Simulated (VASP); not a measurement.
In: single point with PBE

Crystal: In.

```xyz
1
Lattice="-2.0331 2.0331 1.8072 2.0331 -2.0331 1.8072 2.0331 2.0331 -1.8072" Properties=species:S:1:pos:R:3 pbc="T T T"
In    0.0000    0.0000    0.0000
```

This cell differs from its parent crystal: strain +0.080 along x and y, -0.040 along z.

| Quantity | Value |
| --- | --- |
| Program | VASP 6.6.1 |
| Task | single point |
| Functional | PBE |
| Potentials or basis | VASP PAW PBE potentials, release 64 (In_d) |
| Cutoff | 520 eV |
| k mesh | 18 × 18 × 18 |
| Occupations | gaussian, width 0.15 eV |
| Spin | no spin polarisation |
| Dipole correction | no |
| Further INCAR settings | ALGO = Fast; EDIFF = 1e-06; NBANDS = 12 |

The pressure is -2.2 GPa.

Stress tensor (GPa, compression positive):
```
-2.23  0.00  0.00
 0.00 -2.23  0.00
 0.00  0.00 -2.11
```

Levels at points of the mesh, in eV from the Fermi level:
```tsv
k point	band 2	band 3	band 4	band 5	band 6	band 7	band 8	band 9	band 10	band 11
(0.00, 0.00, 0.00)	-14.52	-14.52	-14.41	-14.34	-8.68	9.10	9.10	10.46	12.43	12.65
(0.50, 0.00, 0.00)	-14.57	-14.38	-14.31	-14.24	-3.60	-2.53	4.94	6.21	8.70	8.90
(0.50, 0.50, 0.00)	-14.56	-14.43	-14.38	-14.25	-4.42	-2.87	6.49	8.21	10.54	10.77
(0.50, 0.50, 0.50)	-14.61	-14.28	-14.28	-14.26	-0.23	0.60	0.60	2.86	4.53	6.15
```

It took 78 s on 1 thread of Intel(R) Xeon(R) 6975P-C (Granite Rapids), on a shared host, peak memory 0.28 GiB.

Caveat: the cell differs from its parent crystal (strain +0.080 along x and y, -0.040 along z); spin-orbit coupling is left out, which moves the levels of the heavy elements.
